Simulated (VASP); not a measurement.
# MoS2 (P6_3/mmc) in VASP: a series of runs, part 2 of 2

VASP 6.6.1.

### 4 Single point, r2SCAN

This run uses another cell than the first one, of 14.19 Å³/atom.

POSCAR reads:

```
MoS2
1.0
    3.0038644323      0.0000000000      0.0000000000
   -1.5019322161      2.6014229079      0.0000000000
    0.0000000000      0.0000000000     10.8978120084
Mo S
2 4
Direct
    0.6666666667      0.3333333333      0.2500000000
    0.3333333333      0.6666666667      0.7500000000
    0.3333333333      0.6666666667      0.3934684430
    0.6666666667      0.3333333333      0.8934684430
    0.3333333333      0.6666666667      0.1065315570
    0.6666666667      0.3333333333      0.6065315570
```

INCAR.step1 reads:

```
SYSTEM = MoS2
PREC = Accurate
ENCUT = 520
ISMEAR = 0
SIGMA = 0.02
LREAL = .FALSE.
LASPH = .TRUE.
NELM = 80
NBANDS = 35
GGA = PE
ALGO = Normal
EDIFF = 1E-4
LWAVE = .TRUE.
LCHARG = .FALSE.
```

INCAR.step2 reads:

```
SYSTEM = MoS2
PREC = Accurate
ENCUT = 520
EDIFF = 1E-6
ISMEAR = 0
SIGMA = 0.02
LREAL = .FALSE.
LASPH = .TRUE.
NELM = 80
ALGO = Normal
ISIF = 2
LWAVE = .FALSE.
LCHARG = .FALSE.
METAGGA = R2SCAN
LMIXTAU = .TRUE.
NBANDS = 35
ISTART = 1
```

KPOINTS reads:

```
regular mesh
0
G
  12 12 4
  0 0 0
```

Potentials or basis: VASP PAW PBE potentials, release 64 (Mo_sv, S).

Command:

```bash
cat potpaw_PBE.64/Mo_sv/POTCAR potpaw_PBE.64/S/POTCAR > POTCAR
cp INCAR.step1 INCAR
mpirun -np 1 vasp_std > vasp.out
cp INCAR.step2 INCAR
mpirun -np 1 vasp_std > vasp.out
```

OUTCAR:

```text
SYSTEM = MoS2
   PREC = Accurate
   ENCUT = 520
   EDIFF = 1E-6
   ISMEAR = 0
   LREAL = .FALSE.
   LASPH = .TRUE.
   NELM = 80
   ISIF = 2
   METAGGA = R2SCAN
   ISTART = 1

 ion  position               nearest neighbor table
   1  0.667  0.333  0.250-   3 2.34   5 2.34   3 2.34   5 2.34   3 2.34   5 2.34
   2  0.333  0.667  0.750-   4 2.34   6 2.34   4 2.34   6 2.34   4 2.34   6 2.34
   3  0.333  0.667  0.393-   1 2.34   1 2.34   1 2.34
   4  0.667  0.333  0.893-   2 2.34   2 2.34   2 2.34
   5  0.333  0.667  0.107-   1 2.34   1 2.34   1 2.34
   6  0.667  0.333  0.607-   2 2.34   2 2.34   2 2.34

  LATTYP: Found a hexagonal cell.
 ALAT       =     3.0038644323
 C/A-ratio  =     3.6279307053

  Lattice vectors:

 A1 = (   3.0038644323,   0.0000000000,   0.0000000000)
 A2 = (  -1.5019322161,   2.6014229079,   0.0000000000)
 A3 = (   0.0000000000,   0.0000000000,  10.8978120084)

Analysis of symmetry for initial positions (statically):
=====================================================================
 Subroutine PRICEL returns:
 Original cell was already a primitive cell.

 Routine SETGRP: Setting up the symmetry group for a
 hexagonal supercell.

 Subroutine GETGRP returns: Found 24 space group operations
 (whereof 12 operations were pure point group operations)
 out of a pool of 24 trial point group operations.

The static configuration has the point symmetry D_3d.
 The point group associated with its full space group is D_6h.

Analysis of symmetry for dynamics (positions and initial velocities):
=====================================================================
 Subroutine PRICEL returns:
 Original cell was already a primitive cell.

 Routine SETGRP: Setting up the symmetry group for a
 hexagonal supercell.

 Subroutine GETGRP returns: Found 24 space group operations
 (whereof 12 operations were pure point group operations)
 out of a pool of 24 trial point group operations.

The dynamic configuration has the point symmetry D_3d.
[... 125 lines left out ...]
   IALGO  =     38    algorithm
   IMIX   =      4    mixing-type and parameters
     AMIX     =   0.40;   BMIX     =  1.00
     AMIX_MAG =   1.60;   BMIX_MAG =  1.00
  volume/ion in A,a.u.               =      14.19        95.78
  Fermi-wavevector in a.u.,A,eV,Ry     =   1.388883  2.624609 26.245594  1.928997
  Thomas-Fermi vector in A             =   2.512967
   LORBIT       =      0    0 simple, 1 ext, 2 COOP (PROOUT), +10 PAW based schemes
   METAGGA = R2SCAN    functional components
   LHFCALC =     F    Hartree Fock is set to
   AEXX    =    0.0000 exact exchange contribution
   IVDW    =     0    specifies the selected vdW correction
   LEPSILON=     F    determine dielectric tensor
   LRPA    =     F    only Hartree local field effects (RPA)
 non-spin polarized calculation
 Gauss-broadening in eV      SIGMA  =   0.02
  energy-cutoff  :      520.00
  volume of cell :       85.16
 maximum number of plane-waves:      2333
 NGX is ok and might be reduce to    24
   NGX = 11   NGY = 11   NGZ = 41

 number of electron      51.9999998 magnetization

 Free energy of the ion-electron system (eV)
  ---------------------------------------------------
  ext. energy  EPLUGINS =         0.00000000
  ---------------------------------------------------
  free energy    TOTEN  =       -88.31669681 eV

  energy without entropy =      -88.31666184  energy(sigma->0) =      -88.31667932

 E-fermi :  11.3107     XC(G=0): -13.0075

 val. band max:       11.2985473159   @ k =   0.0000   0.0000   0.0000
 cond. band min:      11.3367951291   @ k =   0.1667   0.1667   0.0000
 fundamental gap:      0.0382478132
 Fermi energy:        11.3107017119

 k-point     1 :       0.0000    0.0000    0.0000
  band No.  band energies     occupation
      1     -52.6050      2.00000
      2     -52.6050      2.00000
      3     -26.1791      2.00000
      4     -26.1777      2.00000
      5     -25.7081      2.00000
      6     -25.7081      2.00000
[... 901 lines left out ...]
     34      15.2419      0.00000
     35      17.4953      0.00000

 [... further k-points ...]
[... 5 lines left out ...]
  --------------------------------------------------------------------------------------
  -------------------------------------------------------------------------------------
  Total       16.0271460     16.0271460     15.9761878      0.0000000      0.0000000      0.0000000
  in kB      301.5339211    301.5339211    300.5751964      0.0000000      0.0000000      0.0000000
  external PRESSURE =     301.2143462 kB  Pullay stress =       0.0000000 kB

 VOLUME and BASIS-vectors are now :
 -----------------------------------------------------------------------------
  energy-cutoff  :      520.00
  volume of cell :       85.16
      direct lattice vectors                 reciprocal lattice vectors
     3.003864432  0.000000000  0.000000000     0.332904504  0.192202505  0.000000000
    -1.501932216  2.601422908  0.000000000     0.000000000  0.384405010  0.000000000
     0.000000000  0.000000000 10.897812008     0.000000000  0.000000000  0.091761539

 POSITION                                       TOTAL-FORCE (eV/Angst)
 -----------------------------------------------------------------------------------
      1.50193      0.86714      2.72445        -0.000000      0.000000     -0.000000
     -0.00000      1.73428      8.17336         0.000000     -0.000000     -0.000000
     -0.00000      1.73428      4.28795         0.000000     -0.000000     -0.001288
      1.50193      0.86714      9.73685         0.000000      0.000000     -0.001288
     -0.00000      1.73428      1.16096         0.000000     -0.000000      0.001288
      1.50193      0.86714      6.60987         0.000000     -0.000000      0.001288
 -----------------------------------------------------------------------------------
    total drift:                                0.000000     -0.000000      0.000000

  FREE ENERGIE OF THE ION-ELECTRON SYSTEM (eV)
  ---------------------------------------------------
  free  energy   TOTEN  =       -88.3166968105 eV

  energy  without entropy=      -88.3166618376  energy(sigma->0) =      -88.31667932
```

OUTCAR.step1:

```text
SYSTEM = MoS2
   PREC = Accurate
   ENCUT = 520
   ISMEAR = 0
   LREAL = .FALSE.
   LASPH = .TRUE.
   NELM = 80
[... 1151 lines left out ...]
      1.50193      0.86714      9.73685         0.000000     -0.000000      0.326659
     -0.00000      1.73428      1.16096        -0.000000      0.000000     -0.326659
      1.50193      0.86714      6.60987        -0.000000     -0.000000     -0.326659
 -----------------------------------------------------------------------------------
    total drift:                                0.000000     -0.000000      0.000000

  FREE ENERGIE OF THE ION-ELECTRON SYSTEM (eV)
  ---------------------------------------------------
  free  energy   TOTEN  =       -41.9430850907 eV

  energy  without entropy=      -41.9429381591  energy(sigma->0) =      -41.94301162
```

OSZICAR.step1:

```text
N       E                     dE             d eps       ncg     rms          rms(c)
DAV:   1     0.463547919516E+03    0.46355E+03   -0.29805E+04  4142   0.145E+03
DAV:   2    -0.218770719227E+02   -0.48542E+03   -0.47032E+03  4705   0.390E+02
DAV:   3    -0.439069518200E+02   -0.22030E+02   -0.21612E+02  4893   0.771E+01
DAV:   4    -0.442934757106E+02   -0.38652E+00   -0.38513E+00  4768   0.101E+01
DAV:   5    -0.442992579269E+02   -0.57822E-02   -0.57805E-02  4693   0.125E+00    0.436E+01
DAV:   6    -0.424192460375E+02    0.18800E+01   -0.83534E+00  4405   0.190E+01    0.157E+01
DAV:   7    -0.422962271414E+02    0.12302E+00   -0.43137E+00  4257   0.123E+01    0.964E+00
DAV:   8    -0.419417678709E+02    0.35446E+00   -0.10108E+00  4261   0.668E+00    0.384E+00
DAV:   9    -0.419542174374E+02   -0.12450E-01   -0.94480E-02  4705   0.152E+00    0.178E+00
DAV:  10    -0.419431603746E+02    0.11057E-01   -0.45525E-02  4425   0.139E+00    0.347E-01
DAV:  11    -0.419431479171E+02    0.12457E-04   -0.25561E-03  4333   0.316E-01    0.152E-01
DAV:  12    -0.419430850907E+02    0.62826E-04   -0.25688E-04  3770   0.776E-02
   1 F= -.41943085E+02 E0= -.41943012E+02  d E =-.146932E-03
```

Run time: 3.5 min. Hardware: 1 thread of Intel Xeon 6975P-C (Granite Rapids), shared host; peak memory 0.3 GiB.

What came out:

```
Free energy            : -88.3167 eV
Pressure               : 30.1 GPa
Band gap on the k mesh : 0.04 eV (least direct gap 1.48 eV)
```

Caveat: the cell stands under pressure; semilocal functionals underestimate gaps, and a narrow one can read as zero; the PAW data sets were made with another functional, which shifts forces and pressure a little.

### 5 Single point, r2SCAN

This run uses another cell than the first one, of 15.50 Å³/atom.

POSCAR reads:

```
MoS2
1.0
    3.0805618612      0.0000000000      0.0000000000
   -1.5402809306      2.6678448297      0.0000000000
    0.0000000000      0.0000000000     11.3177041874
Mo S
2 4
Direct
    0.6666666667      0.3333333333      0.2500000000
    0.3333333333      0.6666666667      0.7500000000
    0.3333333333      0.6666666667      0.3876858847
    0.6666666667      0.3333333333      0.8876858847
    0.3333333333      0.6666666667      0.1123141153
    0.6666666667      0.3333333333      0.6123141153
```

INCAR.step1 reads:

```
ALGO = Normal
EDIFF = 1E-4
ENCUT = 520
GGA = PE
ISMEAR = 0
LASPH = True
LCHARG = False
LREAL = False
LWAVE = True
NBANDS = 35
NELM = 60
PREC = Accurate
SIGMA = 0.02
```

INCAR.step2 reads:

```
ALGO = Normal
EDIFF = 1E-7
ENCUT = 520
ISIF = 2
ISMEAR = 0
ISTART = 1
LASPH = True
LCHARG = False
LMIXTAU = True
LREAL = False
LWAVE = False
METAGGA = R2SCAN
NBANDS = 35
NELM = 60
PREC = Accurate
SIGMA = 0.02
```

KPOINTS reads:

```
k-points
0
Gamma
  12 12 4
```

Command:

```bash
cat potpaw_PBE.64/Mo_sv/POTCAR potpaw_PBE.64/S/POTCAR > POTCAR
cp INCAR.step1 INCAR
mpirun -np 1 vasp_std > vasp.out
cp INCAR.step2 INCAR
mpirun -np 1 vasp_std > vasp.out
```

It took 4.2 min on 1 thread of Intel Xeon 6975P-C (Granite Rapids), shared host; peak memory 0.31 GiB.

The run converged. Its results:

- Free energy: -89.3980 eV
- Pressure: 15.1 GPa
- Largest force: 0.006 eV/Å
- Band gap on the k mesh: 0.45 eV (least direct gap 1.98 eV)

Forces in eV/Å, atoms in the order of the input:
```
Mo   0.000  0.000  0.000
Mo   0.000  0.000  0.000
S    0.000  0.000  0.006
S    0.000  0.000  0.006
S    0.000  0.000 -0.006
S    0.000  0.000 -0.006
```

Levels at points of the mesh, in eV from the valence-band top:
```csv
k point,band 22,band 23,band 24,band 25,band 26,band 27,band 28,band 29,band 30,band 31
"(0.00, 0.00, 0.00)",-2.55,-2.55,-1.87,-0.89,0.00,2.04,2.04,2.04,2.04,2.11
"(0.50, 0.00, 0.00)",-3.04,-2.37,-2.03,-1.78,-1.74,1.63,1.74,1.93,2.48,2.91
"(0.00, 0.00, 0.50)",-2.63,-2.63,-2.63,-0.25,-0.25,2.01,2.01,2.01,2.01,2.36
"(0.50, 0.00, 0.50)",-3.40,-2.07,-2.07,-1.85,-1.85,1.67,1.67,2.24,2.24,3.43
```

Caveat: the cell stands under pressure; semilocal functionals underestimate gaps, and a narrow one can read as zero; the PAW data sets were made with another functional, which shifts forces and pressure a little.

### 6 Summary

```tsv
cell	k mesh	smearing	gap on the mesh (eV)	pressure (GPa)	largest force (eV/Å)
a = 3.160, b = 3.160, c = 12.170 Å, angles 90.0, 90.0, 120.0°, 6 atoms, atomic positions A	12 × 12 × 2	gaussian 0.02 eV	0.94	3.1	0.01
a = 2.889, b = 2.889, c = 10.437 Å, angles 90.0, 90.0, 120.0°, 6 atoms, atomic positions B	12 × 12 × 4	gaussian 0.1 eV	none	60.2	0.01
a = 3.004, b = 3.004, c = 10.898 Å, angles 90.0, 90.0, 120.0°, 6 atoms, atomic positions C	12 × 12 × 4	gaussian 0.02 eV	0.04	30.1	-
a = 3.081, b = 3.081, c = 11.318 Å, angles 90.0, 90.0, 120.0°, 6 atoms, atomic positions D	12 × 12 × 4	gaussian 0.02 eV	0.45	15.1	0.01
```

Alike in all rows: task single point; level r2SCAN; potentials or basis VASP PAW PBE potentials, release 64 (Mo_sv, S); no spin polarisation; cutoff (eV) 520.

Caveats: the cell stands under pressure; the PAW data sets were made with another functional, which shifts forces and pressure a little; semilocal functionals underestimate gaps, and a narrow one can read as zero (at least some runs).

Total energies depend on the potentials used, so only differences within one code and one set of settings carry meaning.

The gap in the log of VASP goes by the Fermi energy; the results here count the filled bands.